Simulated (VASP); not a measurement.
A run of VASP 6.6.1:

The input INCAR:

```
SYSTEM = SiC
PREC     = Accurate       ! precision mode
ENCUT    = 520            ! plane-wave cutoff, eV
EDIFF    = 1E-6           ! SCF threshold, eV
ISMEAR   = 0              ! smearing method
SIGMA    = 0.05           ! smearing width, eV
LREAL    = .FALSE.        ! projectors in reciprocal space
LASPH    = .TRUE.         ! aspherical terms in the spheres
NELM     = 60             ! most SCF steps
ALGO     = Normal         ! electronic algorithm
ISIF     = 2              ! what is computed and relaxed
LWAVE    = .FALSE.        ! write WAVECAR
LCHARG   = .FALSE.        ! write CHGCAR
GGA      = PE             ! functional
NBANDS   = 16             ! bands
```

The input KPOINTS:

```
Automatic mesh
0
G
  12 12 6
  0 0 0
```

The input POSCAR:

```
SiC
1.0
    3.0759982064      0.0000000000      0.0000000000
   -1.5379991032      2.6638925888      0.0000000000
    0.0000000000      0.0000000000      5.0480000000
Si C
2 2
Direct
    0.3333333333      0.6666666667      0.0000000000
    0.6666666667      0.3333333333      0.5000000000
    0.3170784474      0.6666666667      0.3850000000
    0.6666666667      0.3333333333      0.8850000000
```

Potentials or basis: VASP PAW PBE potentials, release 64 (Si, C).

Launch:

```bash
$ cat potpaw_PBE.64/Si/POTCAR potpaw_PBE.64/C/POTCAR > POTCAR
$ mpirun -np 1 vasp_std > vasp.out
```

Hardware: 1 thread of Intel Xeon 8259CL, on a shared host.

Estimate the wall time of this run.

Wall time 5.8 min on 1 thread of Intel Xeon 8259CL (shared host), peak memory 0.34 GiB. Counts: scf iterations 12, k points 436.
